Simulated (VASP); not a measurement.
# Ta (Im-3m) in VASP: single point with LDA+U

Aim: the single point of Ta with LDA+U.

Program: VASP 6.6.1. These are calculated values, not measurements. Logs are shortened: lines on timing, memory, paths and dates and some standing lists are left out, and cuts for length are marked.

## 1. The cell of the first run

It takes space group Im-3m (No. 229, cubic). The conventional cell has a = 3.303 Å, b = 3.303 Å, c = 3.303 Å, α = 90.00°, β = 90.00°, γ = 90.00°. Within 3.8 Å of Ta (site symmetry m-3m) lie 14 Ta at 2.86 to 3.30 Å.

## 2. Single point, LDA+U, non-collinear spin, zero start, spin-orbit coupling

Input file INCAR:

```
SYSTEM = Ta
  ALGO = Normal
  EDIFF = 1E-6
  ENCUT = 500
  GGA = CA
  GGA_COMPAT = .FALSE.
  ISIF = 2
  ISMEAR = -1
  LASPH = .TRUE.
  LCHARG = .TRUE.
  LDAU = .TRUE.
  LDAUJ = 0
  LDAUL = 2
  LDAUPRINT = 1
  LDAUTYPE = 2
  LDAUU = 4.5
  LMAXMIX = 4
  LNONCOLLINEAR = .TRUE.
  LORBIT = 11
  LORBMOM = .TRUE.
  LREAL = .FALSE.
  LSORBIT = .TRUE.
  LVHAR = .TRUE.
  LWAVE = .FALSE.
  MAGMOM = 0 0 0
  NBANDS = 24
  NELM = 200
  PREC = Accurate
  SIGMA = 0.01
```

Input file KPOINTS:

```
k-points
0
G
  11 11 11
  0 0 0
```

Input file POSCAR:

```
Ta
1.0
   -1.6512800000      1.6512800000      1.6512800000
    1.6512800000     -1.6512800000      1.6512800000
    1.6512800000      1.6512800000     -1.6512800000
Ta
1
Direct
    0.0000000000      0.0000000000      0.0000000000
```

Potentials or basis: VASP PAW LDA potentials, release 64 (Ta_sv_GW).

Launch:

```console
cat potpaw_LDA.64/Ta_sv_GW/POTCAR > POTCAR
mpirun -np 1 vasp_ncl > vasp.out
```

OUTCAR:

```text
SYSTEM = Ta
   EDIFF = 1E-6
   ENCUT = 500
   GGA = CA
   ISIF = 2
   ISMEAR = -1
   LASPH = .TRUE.
   LNONCOLLINEAR = .TRUE.
   LORBIT = 11
   LREAL = .FALSE.
   LSORBIT = .TRUE.
   NELM = 200
   PREC = Accurate

 ion  position               nearest neighbor table
   1  0.000  0.000  0.000-

  LATTYP: Found a body centered cubic cell.
 ALAT       =     3.3025600000

  Lattice vectors:

 A1 = (  -1.6512800000,   1.6512800000,   1.6512800000)
 A2 = (   1.6512800000,  -1.6512800000,   1.6512800000)
 A3 = (   1.6512800000,   1.6512800000,  -1.6512800000)

Analysis of symmetry for initial positions (statically):
=====================================================================
 Subroutine PRICEL returns:
 Original cell was already a primitive cell.

 Routine SETGRP: Setting up the symmetry group for a
 body centered cubic supercell.

 Subroutine GETGRP returns: Found 48 space group operations
 (whereof 48 operations were pure point group operations)
 out of a pool of 48 trial point group operations.

The static configuration has the point symmetry O_h .

Analysis of symmetry for dynamics (positions and initial velocities):
=====================================================================
 Subroutine PRICEL returns:
 Original cell was already a primitive cell.

 Routine SETGRP: Setting up the symmetry group for a
 body centered cubic supercell.

 Subroutine GETGRP returns: Found 48 space group operations
 (whereof 48 operations were pure point group operations)
 out of a pool of 48 trial point group operations.

The dynamic configuration has the point symmetry O_h .

Analysis of structural, dynamic, and magnetic symmetry:
=====================================================================
 Subroutine PRICEL returns:
 Original cell was already a primitive cell.

 Routine SETGRP: Setting up the symmetry group for a
 body centered cubic supercell.

 Subroutine GETGRP returns: Found 48 space group operations
 (whereof 48 operations were pure point group operations)
 out of a pool of 48 trial point group operations.

The overall configuration has the point symmetry O_h .

[... 203 lines left out ...]
 Fermi energy:        10.6828786035

 k-point     1 :       0.0000    0.0000    0.0000
  band No.  band energies     occupation
      1     -56.8199      1.00000
      2     -56.8199      1.00000
      3     -28.6503      1.00000
      4     -28.6503      1.00000
      5     -20.3974      1.00000
      6     -20.3974      1.00000
[... 637 lines left out ...]
     23      23.7381      0.00000
     24      23.7381      0.00000

 [... further k-points ...]

------------------------ aborting loop because EDIFF is reached ----------------------------------------

  FORCE on cell =-STRESS in cart. coord.  units (eV):
  Direction    XX          YY          ZZ          XY          YZ          ZX
  --------------------------------------------------------------------------------------
  -------------------------------------------------------------------------------------
  Total        0.6877621      0.6877621      0.6877621      0.0000000      0.0000000     -0.0000000
  in kB       61.1824255     61.1824255     61.1824255      0.0000000      0.0000000     -0.0000000
  external PRESSURE =      61.1824255 kB  Pullay stress =       0.0000000 kB

 VOLUME and BASIS-vectors are now :
 -----------------------------------------------------------------------------
  energy-cutoff  :      500.00
  volume of cell :       18.01
      direct lattice vectors                 reciprocal lattice vectors
    -1.651280000  1.651280000  1.651280000     0.000000000  0.302795407  0.302795407
     1.651280000 -1.651280000  1.651280000     0.302795407  0.000000000  0.302795407
     1.651280000  1.651280000 -1.651280000     0.302795407  0.302795407  0.000000000

 POSITION                                       TOTAL-FORCE (eV/Angst)
 -----------------------------------------------------------------------------------
      0.00000      0.00000      0.00000        -0.000000     -0.000000      0.000000
 -----------------------------------------------------------------------------------
    total drift:                                0.000000     -0.000000      0.000000

  FREE ENERGIE OF THE ION-ELECTRON SYSTEM (eV)
  ---------------------------------------------------
  free  energy   TOTEN  =       -12.7404719379 eV

  energy  without entropy=      -12.7397227215  energy(sigma->0) =      -12.74009733

 orbital moment (x)

 # of ion     p       d       f       tot
 ------------------------------------------------
  1        -0.000   0.000  -0.000   0.000
 ------------------------------------------------
           -0.000   0.000  -0.000   0.000

 orbital moment (y)

 # of ion     p       d       f       tot
 ------------------------------------------------
  1         0.000  -0.000  -0.000  -0.000
 ------------------------------------------------
            0.000  -0.000  -0.000  -0.000

 orbital moment (z)

 # of ion     p       d       f       tot
 ------------------------------------------------
  1         0.000   0.000   0.000   0.000
 ------------------------------------------------
            0.000   0.000   0.000   0.000

 Spin-Orbit-Coupling matrix elements

 Ion:    1  E_soc:     -2.9296956
 l=   1
     0.0000000    -0.4612223    -0.4612223
    -0.4612223     0.0000000    -0.4612223
    -0.4612223    -0.4612223     0.0000000
 l=   2
     0.0000000    -0.0068526     0.0000000    -0.0068526    -0.0202674
    -0.0068526     0.0000000    -0.0152005    -0.0068526    -0.0050668
     0.0000000    -0.0152005     0.0000000    -0.0152005     0.0000000
    -0.0068526    -0.0068526    -0.0152005     0.0000000    -0.0050668
    -0.0202674    -0.0050668     0.0000000    -0.0050668     0.0000000
 l=   3
     0.0000000     0.0000110     0.0000000     0.0000000     0.0000000     0.0000117     0.0000211
     0.0000110     0.0000000     0.0000184     0.0000000     0.0000184     0.0000294     0.0000110
     0.0000000     0.0000184     0.0000000     0.0000201     0.0000092    -0.0000015     0.0000000
     0.0000000     0.0000000     0.0000201     0.0000000     0.0000201     0.0000000     0.0000000
     0.0000000     0.0000184     0.0000092     0.0000201     0.0000000    -0.0000015     0.0000000
     0.0000117     0.0000294    -0.0000015     0.0000000    -0.0000015     0.0000000     0.0000117
     0.0000211     0.0000110     0.0000000     0.0000000     0.0000000     0.0000117     0.0000000

 total charge

# of ion       s       p       d       f       tot
--------------------------------------------------
    1        3.726   6.026   2.228   0.031  12.011

 magnetization (x)

# of ion       s       p       d       f       tot
--------------------------------------------------
    1       -0.000   0.000  -0.000  -0.000  -0.000

 magnetization (y)

# of ion       s       p       d       f       tot
--------------------------------------------------
    1        0.000   0.000   0.000  -0.000   0.000

 magnetization (z)

# of ion       s       p       d       f       tot
--------------------------------------------------
    1        0.000   0.000  -0.000   0.000   0.000
```

OSZICAR:

```text
N       E                     dE             d eps       ncg     rms          rms(c)
DAV:   1     0.902672771643E+02    0.90267E+02   -0.77486E+03  2712   0.106E+03
DAV:   2    -0.915286489760E+01   -0.99420E+02   -0.96088E+02  3552   0.300E+02
DAV:   3    -0.134991414218E+02   -0.43463E+01   -0.43258E+01  3624   0.548E+01
DAV:   4    -0.135709118441E+02   -0.71770E-01   -0.71755E-01  3104   0.586E+00
DAV:   5    -0.135727481924E+02   -0.18363E-02   -0.18363E-02  3632   0.637E-01    0.871E+01
DAV:   6    -0.128990865447E+02    0.67366E+00   -0.73900E-01  2848   0.761E+00    0.594E+01
DAV:   7    -0.128156850946E+02    0.83401E-01   -0.12521E+00  3064   0.944E+00    0.291E+00
DAV:   8    -0.127399692744E+02    0.75716E-01   -0.21533E-01  2832   0.457E+00    0.147E+01
DAV:   9    -0.127401874687E+02   -0.21819E-03   -0.62077E-03  3224   0.586E-01    0.826E+00
DAV:  10    -0.127401815060E+02    0.59627E-05   -0.23365E-04  2976   0.138E-01    0.114E+01
DAV:  11    -0.127403704084E+02   -0.18890E-03   -0.53253E-04  2880   0.242E-01    0.101E+01
DAV:  12    -0.127404531272E+02   -0.82719E-04   -0.23833E-04  3208   0.745E-02    0.158E+00
DAV:  13    -0.127404653834E+02   -0.12256E-04   -0.21189E-05  2576   0.217E-02    0.846E-01
DAV:  14    -0.127404704309E+02   -0.50474E-05   -0.46728E-06  2560   0.146E-02    0.184E-01
DAV:  15    -0.127404718956E+02   -0.14647E-05   -0.57952E-07  1496   0.516E-03    0.246E-02
DAV:  16    -0.127404719379E+02   -0.42299E-07   -0.80293E-08  1424   0.187E-03
   1 F= -.12740472E+02 E0= -.12740097E+02  d E =-.749216E-03  mag=     0.0000     0.0000     0.0000
```

Run time: 23 s. Hardware: 1 thread of Intel Xeon 6975P-C (Granite Rapids), shared host; peak memory 0.2 GiB.

What came out:

* Free energy: -12.7405 eV
* Pressure: 6.1 GPa
* Net moment: 0.00 μB per cell
* Valence electrons inside the program's atomic spheres: Ta 12.01

Moments on the atoms (μB; x, y, z):
```
Ta  0.00 0.00 0.00
```

Caveat: the cell stands under pressure; the U is typed as a test and isn't derived for this compound. The state reached can hang on the start; a lower one may exist.
